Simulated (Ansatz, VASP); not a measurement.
**One calculation of Al3Ru, two programs**

INCAR

```
SYSTEM = Al3Ru
PREC = Accurate
ENCUT = 520
EDIFF = 1E-6
ISMEAR = 0
SIGMA = 0.1
LREAL = .False.
LASPH = .True.
NELM = 80
ALGO = Fast
ISIF = 2
LWAVE = .False.
LCHARG = .True.
GGA = PE
LELF = .True.
LVHAR = .True.
NBANDS = 20
```

Contents of KPOINTS:

```
Automatic mesh
0
Gamma
  6 6 4
  0 0 0
```

The input POSCAR:

```
Al3Ru
1.0
    3.4820620100      0.0000000000      0.0000000000
   -1.7410310000      3.0155541600      0.0000000000
    0.0000000000      0.0000000000      6.3409613500
Al Ru
3 1
Direct
    0.0000000000      0.0000000000      0.2579953400
    0.0000000000      0.0000000000      0.7420046600
    0.0000000000      0.0000000000      0.5000000000
    0.0000000000      0.0000000000      0.0000000000
```

Input for Ansatz:

```yaml
crystal:
  lattice:
    - [3.48206201, 0.0, 0.0]
    - [-1.741031, 3.01555416, 0.0]
    - [0.0, 0.0, 6.34096135]
  atoms:
    - { symbol: Al, position: [0.0, 0.0, 0.25799534] }
    - { symbol: Al, position: [0.0, 0.0, 0.74200466] }
    - { symbol: Al, position: [0.0, 0.0, 0.5] }
    - { symbol: Ru, position: [0.0, 0.0, 0.0] }
basis:
  ecutwfc: 420
kpoints:
  mp_grid: { grid: [6, 6, 4] }
hamiltonian:
  xc: pbe
scf:
  occupations: { method: gaussian, width: 0.1 }
  lower_state_search: "off"
output:
  forces: true
  stress: true
  eigenvalues: true
```

Alike in both runs: task single point; functional PBE; k mesh 6 × 6 × 4; occupations gaussian, width 0.1 eV; no spin polarisation.

```csv
,VASP,Ansatz
version,VASP 6.6.1,Ansatz 0.2.0
potentials or method,"VASP PAW PBE potentials, release 64 (Al, Ru_pv), cutoff 520 eV","scalar-relativistic, plane waves, PAW"
valence electrons in the cell,23,25
```

```csv
,VASP,Ansatz,Ansatz less VASP
gap on the k mesh at the Fermi level (eV),none,none,-
rms of the force components (eV/Å),2.015,1.275,-0.7394
```

Atom by atom the forces differ by 0.739 eV/Å (rms over components). A gap of «none» marks a metal or a gap that the smearing closes. The functional is the same, so the differences come from potentials, cutoffs and numerics. VASP's potentials hold 23 valence electrons a cell and Ansatz's 25, so a difference there can come from the potentials and not from the codes.
